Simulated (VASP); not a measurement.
# P7Ru (P4/mmm) in VASP: single point with PBE

Aim: the single point of P7Ru with PBE.

All numbers are computed with VASP 6.6.1; they aren't measurements. Logs are shortened: lines on timing, memory, paths and dates and some standing lists are left out, and cuts for length are marked.

## (1) The cell of the first run

Symmetry: P4/mmm, No. 123, tetragonal system. Conventional cell: a = 4.598 Å, b = 4.598 Å, c = 8.991 Å, α = 90.00°, β = 90.00°, γ = 90.00°. Within 3.0 Å of P (site symmetry mmm) lie 2 P at 2.30 Å and 2 Ru at 2.30 Å. Within 2.8 Å of P (site symmetry 4mm) lie 2 P at 2.12 to 2.38 Å. P (site symmetry 4/mmm) has 2 P at 2.12 Å within 2.8 Å. Within 3.0 Å of P (site symmetry 4/mmm) lie 6 P at 2.30 to 2.38 Å. Within 4.3 Å of P (site symmetry 4/mmm) lie 12 P at 3.25 to 3.88 Å. Within 3.0 Å of Ru (site symmetry 4/mmm) lie 4 P at 2.30 Å.

The cell was built from a structure type or drawn by symmetry, and may not be a known phase.

## (2) Single point, PBE, collinear spin

Input file INCAR:

```
  PREC = Accurate
  ENCUT = 500
  EDIFF = 1E-6
  ISMEAR = 0
  SIGMA = 0.1
  LREAL = False
  LASPH = True
  NELM = 200
  ALGO = Normal
  ISIF = 2
  LWAVE = False
  LCHARG = True
  ISPIN = 2
  MAGMOM = 0 0 0 0 0 0 1.54 0.57
  LORBIT = 11
  LMAXMIX = 4
  GGA = PE
  LELF = True
  LVHAR = True
  NBANDS = 38
  GGA_COMPAT = False
```

Input file KPOINTS:

```
regular mesh
0
Gamma
  8 8 4
```

Input file POSCAR:

```
P7Ru
1.0
    4.5982036638      0.0000000000      0.0000000000
    0.0000000000      4.5982036638      0.0000000000
    0.0000000000      0.0000000000      8.9909147769
P Ru
7 1
Direct
    0.0000000000      0.5000000000      0.5000000000
    0.5000000000      0.0000000000      0.5000000000
    0.0000000000      0.0000000000      0.2352980809
    0.0000000000      0.0000000000      0.7647019191
    0.0000000000      0.0000000000      0.0000000000
    0.0000000000      0.0000000000      0.5000000000
    0.5000000000      0.5000000000      0.0000000000
    0.5000000000      0.5000000000      0.5000000000
```

Potentials or basis: VASP PAW PBE potentials, release 64 (P, Ru_pv).

The run is started by

```sh
> cat potpaw_PBE.64/P/POTCAR potpaw_PBE.64/Ru_pv/POTCAR > POTCAR
> mpirun -np 1 vasp_std > vasp.out
```

OUTCAR:

```text
PREC = Accurate
   ENCUT = 500
   EDIFF = 1E-6
   ISMEAR = 0
   LREAL = False
   LASPH = True
   NELM = 200
   ISIF = 2
   ISPIN = 2
   LORBIT = 11
   GGA = PE

 ion  position               nearest neighbor table
   1  0.000  0.500  0.500-   6 2.30   8 2.30   6 2.30   8 2.30
   2  0.500  0.000  0.500-   6 2.30   8 2.30   8 2.30   6 2.30
   3  0.000  0.000  0.235-   5 2.12   6 2.38
   4  0.000  0.000  0.765-   5 2.12   6 2.38
   5  0.000  0.000  0.000-   3 2.12   4 2.12
   6  0.000  0.000  0.500-   1 2.30   2 2.30   1 2.30   2 2.30   3 2.38   4 2.38
   7  0.500  0.500  0.000-
   8  0.500  0.500  0.500-   1 2.30   2 2.30   2 2.30   1 2.30

  LATTYP: Found a simple tetragonal cell.
 ALAT       =     4.5982036638
 C/A-ratio  =     1.9553102547

  Lattice vectors:

 A1 = (   4.5982036638,   0.0000000000,   0.0000000000)
 A2 = (   0.0000000000,   4.5982036638,   0.0000000000)
 A3 = (   0.0000000000,   0.0000000000,   8.9909147769)

Analysis of symmetry for initial positions (statically):
=====================================================================
 Subroutine PRICEL returns:
 Original cell was already a primitive cell.

 Routine SETGRP: Setting up the symmetry group for a
 simple tetragonal supercell.

 Subroutine GETGRP returns: Found 16 space group operations
 (whereof 16 operations were pure point group operations)
 out of a pool of 16 trial point group operations.

The static configuration has the point symmetry D_4h.

Analysis of symmetry for dynamics (positions and initial velocities):
=====================================================================
 Subroutine PRICEL returns:
 Original cell was already a primitive cell.

 Routine SETGRP: Setting up the symmetry group for a
 simple tetragonal supercell.

 Subroutine GETGRP returns: Found 16 space group operations
 (whereof 16 operations were pure point group operations)
 out of a pool of 16 trial point group operations.

The dynamic configuration has the point symmetry D_4h.

Analysis of structural, dynamic, and magnetic symmetry:
=====================================================================
 Subroutine PRICEL returns:
 Original cell was already a primitive cell.

 Routine SETGRP: Setting up the symmetry group for a
 simple tetragonal supercell.

 Subroutine GETGRP returns: Found 16 space group operations
 (whereof 16 operations were pure point group operations)
 out of a pool of 16 trial point group operations.

The overall configuration has the point symmetry D_4h.

 Subroutine INISYM returns: Found 16 space group operations
 (whereof 16 operations are pure point group operations),
 and found     1 'primitive' translations

----------------------------------------------------------------------------------------

                                     Primitive cell

  volume of cell :     190.0992

  direct lattice vectors                    reciprocal lattice vectors
     4.598203664  0.000000000  0.000000000     0.217476231  0.000000000  0.000000000
     0.000000000  4.598203664  0.000000000     0.000000000  0.217476231  0.000000000
     0.000000000  0.000000000  8.990914777     0.000000000  0.000000000  0.111223388

  length of vectors
     4.598203664  4.598203664  8.990914777     0.217476231  0.217476231  0.111223388

  position of ions in fractional coordinates (direct lattice)
     0.000000000  0.500000000  0.500000000
     0.500000000  0.000000000  0.500000000
     0.000000000  0.000000000  0.235298081
     0.000000000  0.000000000  0.764701919
     0.000000000  0.000000000  0.000000000
     0.000000000  0.000000000  0.500000000
     0.500000000  0.500000000  0.000000000
     0.500000000  0.500000000  0.500000000

  ion indices of the primitive-cell ions
   primitive index   ion index
                 1           1
                 2           2
                 3           3
                 4           4
                 5           5
                 6           6
                 7           7
                 8           8

----------------------------------------------------------------------------------------

 KPOINTS: regular mesh

Automatic generation of k-mesh.
 Grid dimensions read from file:
 generate k-points for:    8    8    4

 Generating k-lattice:

  Cartesian coordinates                     Fractional coordinates (reciprocal lattice)
     0.027184529  0.000000000  0.000000000     0.125000000  0.000000000  0.000000000
     0.000000000  0.027184529  0.000000000     0.000000000  0.125000000  0.000000000
     0.000000000  0.000000000  0.027805847     0.000000000  0.000000000  0.250000000

  Length of vectors
     0.027184529  0.027184529  0.027805847

  Shift w.r.t. Gamma in fractional coordinates (k-lattice)
     0.000000000  0.000000000  0.000000000

 Subroutine IBZKPT returns following result:
 ===========================================

 Found     45 irreducible k-points:

 Following reciprocal coordinates:
            Coordinates               Weight
  0.000000  0.000000  0.000000      1.000000
  0.125000  0.000000  0.000000      4.000000
  0.250000  0.000000  0.000000      4.000000
  0.375000  0.000000  0.000000      4.000000
  0.500000  0.000000  0.000000      2.000000
  0.125000  0.125000  0.000000      4.000000
[... 16 lines left out ...]
  0.375000  0.125000  0.250000     16.000000
  0.500000  0.125000  0.250000      8.000000
 [... further k-points ...]
   k-points           NKPTS =     45   k-points in BZ     NKDIM =     45   number of bands    NBANDS=     38
   number of dos      NEDOS =    301   number of ions     NIONS =      8
   total plane-waves  NPLWV =  90720
   dimension x,y,z NGX =    36 NGY =   36 NGZ =   70
   dimension x,y,z NGXF=    72 NGYF=   72 NGZF=  140
   ions per type =               7   1
   NGX,Y,Z   is equivalent  to a cutoff of  13.02, 13.02, 12.94 a.u.
   NGXF,Y,Z  is equivalent  to a cutoff of  26.03, 26.03, 25.89 a.u.
 SYSTEM =  unknown system
   PREC   = accura    normal or accurate (medium, high low for compatibility)
   ISTART =      0    job   : 0-new  1-cont  2-samecut
   ICHARG =      2    charge: 1-file 2-atom 10-const
   ISPIN  =      2    spin polarized calculation?
   LNONCOLLINEAR =      F non collinear calculations
   LSORBIT =      F    spin-orbit coupling
   LASPH  =      T    aspherical Exc in radial PAW
   ENCUT  =  500.0 eV  36.75 Ry    6.06 a.u.   8.38  8.38 16.39*2*pi/ulx,y,z
   NELM   =    200;   NELMIN=  2; NELMDL= -5     # of ELM steps
   EDIFF  = 0.1E-05   stopping-criterion for ELM
   LREAL  =      F    real-space projection
   EDIFFG = 0.1E-04   stopping-criterion for IOM
   NSW    =      0    number of steps for IOM
   IBRION =     -1    ionic relax: 0-MD 1-quasi-New 2-CG
   NFREE  =      0    steps in history (QN), initial steepest desc. (CG)
   ISIF   =      2    stress and relaxation
   ISYM   =      2    0-nonsym 1-usesym 2-fastsym
   POTIM  = 0.5000    time-step for ionic-motion
   TEBEG  =    0.0;   TEEND  =   0.0 temperature during run
   PSTRESS=    0.0 pullay stress
   NELECT =      49.0000    total number of electrons
   NUPDOWN=      -1.0000    fix difference up-down
   EMIN   =  10.00;   EMAX   =-10.00  energy-range for DOS
   EFERMI =   0.00;   METHOD = LEGACY
   ISMEAR =     0;   SIGMA  =   0.10  broadening in eV -4-tet -1-fermi 0-gaus
   EFERMI_NEDOS =   21; number of points for ismear=-14 and -15
   IALGO  =     38    algorithm
   IMIX   =      4    mixing-type and parameters
     AMIX     =   0.40;   BMIX     =  1.00
     AMIX_MAG =   1.60;   BMIX_MAG =  1.00
  volume/ion in A,a.u.               =      23.76       160.36
  Fermi-wavevector in a.u.,A,eV,Ry     =   1.041870  1.968848 14.769023  1.085493
  Thomas-Fermi vector in A             =   2.176510
   LORBIT       =     11    0 simple, 1 ext, 2 COOP (PROOUT), +10 PAW based schemes
   GGA     = PE    functional components
   LHFCALC =     F    Hartree Fock is set to
   AEXX    =    0.0000 exact exchange contribution
   IVDW    =     0    specifies the selected vdW correction
   LEPSILON=     F    determine dielectric tensor
   LRPA    =     F    only Hartree local field effects (RPA)
 spin polarized calculation
 Gauss-broadening in eV      SIGMA  =   0.10
  energy-cutoff  :      500.00
  volume of cell :      190.10
 maximum number of plane-waves:      4869
 NGX is ok and might be reduce to    36
   NGX = 17   NGY = 17   NGZ = 33

 number of electron      49.0000007 magnetization       2.5258587

 Free energy of the ion-electron system (eV)
  ---------------------------------------------------
  ext. energy  EPLUGINS =         0.00000000
  ---------------------------------------------------
  free energy    TOTEN  =       -38.01488307 eV

  energy without entropy =      -37.97741676  energy(sigma->0) =      -37.99614992

 E-fermi :   3.7078     XC(G=0):  -8.9574

 val. band max:        3.7073887001   @ k =   0.5000   0.3750   0.0000
 cond. band min:       3.7240583533   @ k =   0.1250   0.0000   0.2500
 fundamental gap:      0.0166696533
 Fermi energy:         3.7078468192

 spin component 1

 k-point     1 :       0.0000    0.0000    0.0000
  band No.  band energies     occupation
      1     -38.6895      1.00000
      2     -38.6895      1.00000
      3     -38.4750      1.00000
      4     -10.9963      1.00000
      5      -8.6464      1.00000
      6      -7.0062      1.00000
[... 28 lines left out ...]
     35       9.0634      0.00000
     36       9.1049      0.00000

 k-point     2 :       0.1250    0.0000    0.0000
  band No.  band energies     occupation
      1     -38.6901      1.00000
      2     -38.6895      1.00000
      3     -38.4750      1.00000
      4     -10.9119      1.00000
      5      -8.6111      1.00000
      6      -6.9910      1.00000
[... 850 lines left out ...]
 k-point    24 :       0.5000    0.1250    0.2500
  band No.  band energies     occupation
      1     -38.6933      1.00000
      2     -38.6900      1.00000
      3     -38.4749      1.00000
      4     -10.1118      1.00000
      5      -8.4598      1.00000
      6      -7.9143      1.00000
[... 28 lines left out ...]
     35       9.0069      0.00000
     36       9.5581      0.00000

 [... further k-points ...]

 spin component 2

 k-point     1 :       0.0000    0.0000    0.0000
  band No.  band energies     occupation
      1     -38.3556      1.00000
      2     -38.3556      1.00000
      3     -37.9163      1.00000
      4     -10.9833      1.00000
      5      -8.5566      1.00000
      6      -6.9320      1.00000
[... 28 lines left out ...]
     35       9.1776      0.00000
     36       9.1776      0.00000

 k-point     2 :       0.1250    0.0000    0.0000
  band No.  band energies     occupation
      1     -38.3562      1.00000
      2     -38.3556      1.00000
      3     -37.9163      1.00000
      4     -10.8988      1.00000
      5      -8.5321      1.00000
      6      -6.9170      1.00000
[... 850 lines left out ...]
 k-point    24 :       0.5000    0.1250    0.2500
  band No.  band energies     occupation
      1     -38.3596      1.00000
      2     -38.3561      1.00000
      3     -37.9162      1.00000
      4     -10.0976      1.00000
      5      -8.4558      1.00000
      6      -7.9038      1.00000
[... 28 lines left out ...]
     35       9.2895      0.00000
     36       9.6713      0.00000

 [... further k-points ...]

 [bands above 36 left out]

------------------------ aborting loop because EDIFF is reached ----------------------------------------

  FORCE on cell =-STRESS in cart. coord.  units (eV):
  Direction    XX          YY          ZZ          XY          YZ          ZX
  --------------------------------------------------------------------------------------
  -------------------------------------------------------------------------------------
  Total       -0.1173590     -0.1173590     -0.2043957      0.0000000      0.0000000     -0.0000000
  in kB       -0.9891148     -0.9891148     -1.7226698      0.0000000      0.0000000     -0.0000000
  external PRESSURE =      -1.2336332 kB  Pullay stress =       0.0000000 kB

 VOLUME and BASIS-vectors are now :
 -----------------------------------------------------------------------------
  energy-cutoff  :      500.00
  volume of cell :      190.10
      direct lattice vectors                 reciprocal lattice vectors
     4.598203664  0.000000000  0.000000000     0.217476231  0.000000000  0.000000000
     0.000000000  4.598203664  0.000000000     0.000000000  0.217476231  0.000000000
     0.000000000  0.000000000  8.990914777     0.000000000  0.000000000  0.111223388

 POSITION                                       TOTAL-FORCE (eV/Angst)
 -----------------------------------------------------------------------------------
      0.00000      2.29910      4.49546         0.000000     -0.000000      0.000000
      2.29910      0.00000      4.49546         0.000000     -0.000000      0.000000
      0.00000      0.00000      2.11554         0.000000      0.000000     -0.025167
      0.00000      0.00000      6.87537         0.000000     -0.000000      0.025167
      0.00000      0.00000      0.00000         0.000000     -0.000000      0.000000
      0.00000      0.00000      4.49546         0.000000     -0.000000      0.000000
      2.29910      2.29910      0.00000         0.000000     -0.000000      0.000000
      2.29910      2.29910      4.49546         0.000000     -0.000000      0.000000
 -----------------------------------------------------------------------------------
    total drift:                                0.000000      0.000000      0.000000

  FREE ENERGIE OF THE ION-ELECTRON SYSTEM (eV)
  ---------------------------------------------------
  free  energy   TOTEN  =       -38.0148830723 eV

  energy  without entropy=      -37.9774167606  energy(sigma->0) =      -37.99614992

 total charge

# of ion       s       p       d       tot
------------------------------------------
    1        1.072   1.401   0.000   2.473
    2        1.072   1.401   0.000   2.473
    3        1.130   1.273   0.000   2.404
    4        1.130   1.273   0.000   2.404
    5        1.103   1.281   0.000   2.384
    6        1.110   1.269   0.000   2.378
    7        1.173   1.101   0.000   2.274
    8        0.334   6.237   6.160  12.731
--------------------------------------------------
tot          8.124  15.237   6.160  29.521

 magnetization (x)

# of ion       s       p       d       tot
------------------------------------------
    1        0.001  -0.006   0.000  -0.004
    2        0.001  -0.006   0.000  -0.004
    3        0.002   0.047   0.000   0.049
    4        0.002   0.047   0.000   0.049
    5        0.011  -0.044   0.000  -0.034
    6       -0.001   0.001   0.000  -0.001
    7        0.018   0.758   0.000   0.776
    8        0.031   0.004   0.530   0.565
--------------------------------------------------
tot          0.065   0.802   0.530   1.397
```

Wall time 21 min (1 thread of Intel Xeon 8259CL, shared host); peak memory 0.64 GiB.

What came out:

```
Free energy                                           : -38.0149 eV
Pressure                                              : -0.1 GPa
Largest force                                         : 0.025 eV/Å
Net moment                                            : 2.53 μB per cell
Site moments                                          : P -0.00, +0.05, -0.03, +0.78 (each value once); Ru +0.56 μB
Valence electrons inside the program's atomic spheres : P 2.47, 2.40, 2.38, 2.27 (each value once); Ru 12.73
```

Forces in eV/Å, atoms in the order of the input:
```
P    0.000  0.000  0.000
P    0.000  0.000  0.000
P    0.000  0.000 -0.025
P    0.000  0.000  0.025
P    0.000  0.000  0.000
P    0.000  0.000  0.000
P    0.000  0.000  0.000
Ru   0.000  0.000  0.000
```
